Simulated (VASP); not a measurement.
# AlNi in VASP: further runs

AlNi is run at these levels: PBE; tasks: single point.

Program: VASP 6.6.1. These are calculated values, not measurements. Logs are shortened: lines on timing, memory, paths and dates and some standing lists are left out, and cuts for length are marked.

### 1 The cell of the first run

The structure is tetragonal, space group P4mm (No. 99). Conventional cell: a = 2.965 Å, b = 2.965 Å, c = 2.965 Å, α = 90.00°, β = 90.00°, γ = 90.00°. Within 3.3 Å of Al (site symmetry 4mm) lie 8 Ni at 2.53 to 2.60 Å and 6 Al at 2.97 Å. Within 3.3 Å of Ni (site symmetry 4mm) lie 8 Al at 2.53 to 2.60 Å and 6 Ni at 2.97 Å.

### 2 Single point, PBE

INCAR reads:

```
SYSTEM = AlNi
PREC     = Accurate       ! precision mode
ENCUT    = 520            ! plane-wave cutoff, eV
EDIFF    = 1E-6           ! SCF threshold, eV
ISMEAR   = 0              ! smearing method
SIGMA    = 0.15           ! smearing width, eV
LREAL    = .FALSE.        ! projectors in reciprocal space
LASPH    = .TRUE.         ! aspherical terms in the spheres
NELM     = 60             ! most SCF steps
ALGO     = Normal         ! electronic algorithm
ISIF     = 2              ! what is computed and relaxed
LWAVE    = .FALSE.        ! write WAVECAR
LCHARG   = .FALSE.        ! write CHGCAR
GGA      = PE             ! functional
NBANDS   = 14             ! bands
```

KPOINTS reads:

```
regular mesh
0
G
  16 16 16
  0 0 0
```

POSCAR reads:

```
AlNi
1.0
    2.9650418750      0.0000000000      0.0000000000
    0.0000000000      2.9650418750      0.0000000000
    0.0000000000      0.0000000000      2.9650418750
Al Ni
1 1
Direct
    0.0000000000      0.0000000000     -0.0138277980
    0.5000000000      0.5000000000      0.5063566817
```

Potentials or basis: VASP PAW PBE potentials, release 64 (Al, Ni).

Started as:

```
> cat potpaw_PBE.64/Al/POTCAR potpaw_PBE.64/Ni/POTCAR > POTCAR
> mpirun -np 1 vasp_std > vasp.out
```

OUTCAR:

```text
SYSTEM = AlNi
   PREC = Accurate
   ENCUT = 520
   EDIFF = 1E-6
   ISMEAR = 0
   LREAL = .FALSE.
   LASPH = .TRUE.
   NELM = 60
   ISIF = 2
   GGA = PE

 ion  position               nearest neighbor table
   1  0.000  0.000  0.986-   2 2.53   2 2.53   2 2.53   2 2.53   2 2.60   2 2.60   2 2.60   2 2.60

   2  0.500  0.500  0.506-   1 2.53   1 2.53   1 2.53   1 2.53   1 2.60   1 2.60   1 2.60   1 2.60

  LATTYP: Found a simple cubic cell.
 ALAT       =     2.9650418750

  Lattice vectors:

 A1 = (   2.9650418750,   0.0000000000,   0.0000000000)
 A2 = (   0.0000000000,   2.9650418750,   0.0000000000)
 A3 = (   0.0000000000,   0.0000000000,   2.9650418750)

Analysis of symmetry for initial positions (statically):
=====================================================================
 Subroutine PRICEL returns:
 Original cell was already a primitive cell.

 Routine SETGRP: Setting up the symmetry group for a
 simple cubic supercell.

 Subroutine GETGRP returns: Found  8 space group operations
 (whereof  8 operations were pure point group operations)
 out of a pool of 48 trial point group operations.

The static configuration has the point symmetry C_4v.

Analysis of symmetry for dynamics (positions and initial velocities):
=====================================================================
 Subroutine PRICEL returns:
 Original cell was already a primitive cell.

 Routine SETGRP: Setting up the symmetry group for a
 simple cubic supercell.

 Subroutine GETGRP returns: Found  8 space group operations
 (whereof  8 operations were pure point group operations)
 out of a pool of 48 trial point group operations.

The dynamic configuration has the point symmetry C_4v.

 Subroutine INISYM returns: Found  8 space group operations
 (whereof  8 operations are pure point group operations),
 and found     1 'primitive' translations

----------------------------------------------------------------------------------------

                                     Primitive cell

  volume of cell :      26.0671

  direct lattice vectors                    reciprocal lattice vectors
     2.965041875  0.000000000  0.000000000     0.337263365  0.000000000  0.000000000
     0.000000000  2.965041875  0.000000000     0.000000000  0.337263365  0.000000000
     0.000000000  0.000000000  2.965041875     0.000000000  0.000000000  0.337263365

  length of vectors
     2.965041875  2.965041875  2.965041875     0.337263365  0.337263365  0.337263365

  position of ions in fractional coordinates (direct lattice)
     0.000000000  0.000000000  0.986172202
     0.500000000  0.500000000  0.506356682

  ion indices of the primitive-cell ions
   primitive index   ion index
                 1           1
                 2           2

----------------------------------------------------------------------------------------

 KPOINTS: regular mesh

Automatic generation of k-mesh.
 Grid dimensions read from file:
 generate k-points for:   16   16   16

 Generating k-lattice:

  Cartesian coordinates                     Fractional coordinates (reciprocal lattice)
     0.021078960  0.000000000  0.000000000     0.062500000  0.000000000  0.000000000
     0.000000000  0.021078960  0.000000000     0.000000000  0.062500000  0.000000000
     0.000000000  0.000000000  0.021078960     0.000000000  0.000000000  0.062500000

  Length of vectors
     0.021078960  0.021078960  0.021078960

  Shift w.r.t. Gamma in fractional coordinates (k-lattice)
     0.000000000  0.000000000  0.000000000

 Subroutine IBZKPT returns following result:
 ===========================================

 Found    405 irreducible k-points:

 Following reciprocal coordinates:
            Coordinates               Weight
  0.000000  0.000000  0.000000      1.000000
  0.062500  0.000000  0.000000      4.000000
  0.000000  0.000000  0.062500      2.000000
  0.125000  0.000000  0.000000      4.000000
  0.000000  0.000000  0.125000      2.000000
  0.187500  0.000000  0.000000      4.000000
[... 16 lines left out ...]
  0.187500  0.062500  0.000000      8.000000
  0.000000  0.187500  0.062500      8.000000
 [... further k-points ...]
   k-points           NKPTS =    405   k-points in BZ     NKDIM =    405   number of bands    NBANDS=     14
   number of dos      NEDOS =    301   number of ions     NIONS =      2
   total plane-waves  NPLWV =  13824
   dimension x,y,z NGX =    24 NGY =   24 NGZ =   24
   dimension x,y,z NGXF=    48 NGYF=   48 NGZF=   48
   ions per type =               1   1
   NGX,Y,Z   is equivalent  to a cutoff of  13.46, 13.46, 13.46 a.u.
   NGXF,Y,Z  is equivalent  to a cutoff of  26.91, 26.91, 26.91 a.u.
 SYSTEM =  AlNi
   PREC   = accura    normal or accurate (medium, high low for compatibility)
   ISTART =      0    job   : 0-new  1-cont  2-samecut
   ICHARG =      2    charge: 1-file 2-atom 10-const
   ISPIN  =      1    spin polarized calculation?
   LNONCOLLINEAR =      F non collinear calculations
   LSORBIT =      F    spin-orbit coupling
   LASPH  =      T    aspherical Exc in radial PAW
   ENCUT  =  520.0 eV  38.22 Ry    6.18 a.u.   5.51  5.51  5.51*2*pi/ulx,y,z
   NELM   =     60;   NELMIN=  2; NELMDL= -5     # of ELM steps
   EDIFF  = 0.1E-05   stopping-criterion for ELM
   LREAL  =      F    real-space projection
[... 7 lines left out ...]
   TEBEG  =    0.0;   TEEND  =   0.0 temperature during run
   PSTRESS=    0.0 pullay stress
   NELECT =      13.0000    total number of electrons
   NUPDOWN=      -1.0000    fix difference up-down
   EMIN   =  10.00;   EMAX   =-10.00  energy-range for DOS
   EFERMI =   0.00;   METHOD = LEGACY
   ISMEAR =     0;   SIGMA  =   0.15  broadening in eV -4-tet -1-fermi 0-gaus
   EFERMI_NEDOS =   21; number of points for ismear=-14 and -15
   IALGO  =     38    algorithm
   IMIX   =      4    mixing-type and parameters
     AMIX     =   0.40;   BMIX     =  1.00
     AMIX_MAG =   1.60;   BMIX_MAG =  1.00
  volume/ion in A,a.u.               =      13.03        87.95
  Fermi-wavevector in a.u.,A,eV,Ry     =   1.298250  2.453337 22.931994  1.685454
  Thomas-Fermi vector in A             =   2.429591
   LORBIT       =      0    0 simple, 1 ext, 2 COOP (PROOUT), +10 PAW based schemes
   GGA     = PE    functional components
   LHFCALC =     F    Hartree Fock is set to
   AEXX    =    0.0000 exact exchange contribution
   IVDW    =     0    specifies the selected vdW correction
   LEPSILON=     F    determine dielectric tensor
   LRPA    =     F    only Hartree local field effects (RPA)
 non-spin polarized calculation
 Gauss-broadening in eV      SIGMA  =   0.15
  energy-cutoff  :      520.00
  volume of cell :       26.07
 maximum number of plane-waves:       739
 NGX is ok and might be reduce to    24
   NGX = 11   NGY = 11   NGZ = 11

 number of electron      12.9999994 magnetization

 Free energy of the ion-electron system (eV)
  ---------------------------------------------------
  ext. energy  EPLUGINS =         0.00000000
  ---------------------------------------------------
  free energy    TOTEN  =       -10.47504891 eV

  energy without entropy =      -10.46561201  energy(sigma->0) =      -10.47033046

 E-fermi :   8.9349     XC(G=0): -11.6396

 val. band max:        8.9343034094   @ k =   0.3125   0.1250   0.3750
 cond. band min:       8.9504111099   @ k =   0.0000   0.3125   0.0625
 fundamental gap:      0.0161077005
 Fermi energy:         8.9348598227

 k-point     1 :       0.0000    0.0000    0.0000
  band No.  band energies     occupation
      1      -1.5936      2.00000
      2       6.0906      2.00000
      3       6.0934      2.00000
      4       7.5539      2.00000
      5       7.5567      2.00000
      6       7.5567      2.00000
      7      14.0780      0.00000
      8      14.0780      0.00000
      9      14.0830      0.00000
     10      16.7837      0.00000
     11      16.7855      0.00000
     12      21.1666      0.00000
     13      28.8451      0.00000
     14      28.8729      0.00000

 k-point     2 :       0.0625    0.0000    0.0000
  band No.  band energies     occupation
      1      -1.5258      2.00000
      2       6.0853      2.00000
      3       6.1076      2.00000
      4       7.5255      2.00000
      5       7.5287      2.00000
      6       7.5598      2.00000
      7      13.3371      0.00000
      8      14.1675      0.00000
      9      14.1763      0.00000
     10      16.7929      0.00000
     11      17.4341      0.00000
     12      21.4263      0.00000
     13      28.0076      0.00000
     14      28.0187      0.00000

 k-point     3 :       0.0000    0.0000    0.0625
  band No.  band energies     occupation
      1      -1.5259      2.00000
      2       6.0874      2.00000
      3       6.1054      2.00000
      4       7.5286      2.00000
      5       7.5286      2.00000
      6       7.5567      2.00000
      7      13.3432      0.00000
      8      14.1674      0.00000
      9      14.1674      0.00000
     10      16.7943      0.00000
     11      17.4371      0.00000
     12      21.4246      0.00000
     13      28.0036      0.00000
     14      28.0036      0.00000
[... 324 lines left out ...]
 k-point    23 :       0.1875    0.0625    0.0000
  band No.  band energies     occupation
      1      -0.9215      2.00000
      2       5.9697      2.00000
      3       6.2147      2.00000
      4       7.3002      2.00000
      5       7.3442      2.00000
      6       7.5554      2.00000
      7      10.7850      0.00000
      8      14.0555      0.00000
      9      14.9477      0.00000
     10      17.3498      0.00000
     11      19.5850      0.00000
     12      23.7928      0.00000
     13      24.2109      0.00000
     14      25.1279      0.00000

 k-point    24 :       0.0000    0.1875    0.0625
  band No.  band energies     occupation
      1      -0.9215      2.00000
      2       5.9697      2.00000
      3       6.2146      2.00000
      4       7.3043      2.00000
      5       7.3402      2.00000
      6       7.5554      2.00000
      7      10.7846      0.00000
      8      14.0643      0.00000
      9      14.9347      0.00000
     10      17.3570      0.00000
     11      19.5822      0.00000
     12      23.7611      0.00000
     13      24.2634      0.00000
     14      25.1072      0.00000

 [... further k-points ...]

------------------------ aborting loop because EDIFF is reached ----------------------------------------

  FORCE on cell =-STRESS in cart. coord.  units (eV):
  Direction    XX          YY          ZZ          XY          YZ          ZX
  --------------------------------------------------------------------------------------
  -------------------------------------------------------------------------------------
  Total       -1.5760401     -1.5760401     -1.5914560      0.0000000      0.0000000      0.0000000
  in kB      -96.8691165    -96.8691165    -97.8166344      0.0000000      0.0000000      0.0000000
  external PRESSURE =     -97.1849558 kB  Pullay stress =       0.0000000 kB

 VOLUME and BASIS-vectors are now :
 -----------------------------------------------------------------------------
  energy-cutoff  :      520.00
  volume of cell :       26.07
      direct lattice vectors                 reciprocal lattice vectors
     2.965041875  0.000000000  0.000000000     0.337263365  0.000000000  0.000000000
     0.000000000  2.965041875  0.000000000     0.000000000  0.337263365  0.000000000
     0.000000000  0.000000000  2.965041875     0.000000000  0.000000000  0.337263365

 POSITION                                       TOTAL-FORCE (eV/Angst)
 -----------------------------------------------------------------------------------
      0.00000      0.00000      2.92404         0.000000     -0.000000      0.247376
      1.48252      1.48252      1.50137         0.000000      0.000000     -0.247376
 -----------------------------------------------------------------------------------
    total drift:                                0.000000     -0.000000      0.000020

  FREE ENERGIE OF THE ION-ELECTRON SYSTEM (eV)
  ---------------------------------------------------
  free  energy   TOTEN  =       -10.4750489147 eV

  energy  without entropy=      -10.4656120093  energy(sigma->0) =      -10.47033046
```

It took 59 s on 1 thread of Intel Xeon Platinum 8375C at 2.90GHz (Ice Lake), shared host; peak memory 0.27 GiB.

What came out:

| Property | Result |
| --- | --- |
| Free energy | -10.4750 eV |
| Pressure | -9.7 GPa |
| Largest force | 0.247 eV/Å |

Forces in eV/Å, atoms in the order of the input:
```
Al   0.000  0.000  0.247
Ni   0.000  0.000 -0.247
```

Stress tensor (GPa, compression positive):
```
-9.69  0.00  0.00
 0.00 -9.69  0.00
 0.00  0.00 -9.78
```

[end of part 1 of 2]
